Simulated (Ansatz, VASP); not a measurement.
**One calculation of Zr3Si2F, two programs**

```xyz
6
Lattice="5.0239 0.0000 0.0000 -2.5120 4.3508 0.0000 0.0000 0.0000 4.6443" Properties=species:S:1:pos:R:3 pbc="T T T"
Zr    2.5120    0.0000    2.3222
Zr   -1.2560    2.1754    2.3222
Zr    1.2560    2.1754    2.3222
Si    0.0000    0.0000    3.6941
Si    0.0000    0.0000    0.9502
F     0.0000    0.0000    2.3222
```

Alike in both runs: task single point; functional PBE; k mesh 6 × 6 × 4; occupations gaussian, width 0.1 eV; no spin polarisation.

|  | VASP | Ansatz |
| --- | --- | --- |
| version | VASP 6.6.1 | Ansatz 0.2.0 |
| potentials or method | VASP PAW PBE potentials, release 64 (Zr_sv, Si, F), cutoff 520 eV | scalar-relativistic, plane waves, PAW |
| valence electrons in the cell | 51 | 51 |

```tsv
	VASP	Ansatz	Ansatz less VASP
gap on the k mesh at the Fermi level (eV)	none	none	-
rms of the force components (eV/Å)	4.159	4.220	+0.0611
```

Atom by atom the forces differ by 0.061 eV/Å (rms over components). A gap of «none» marks a metal or a gap that the smearing closes. With one functional, cell and mesh, what is left measures potentials, basis and numerics.
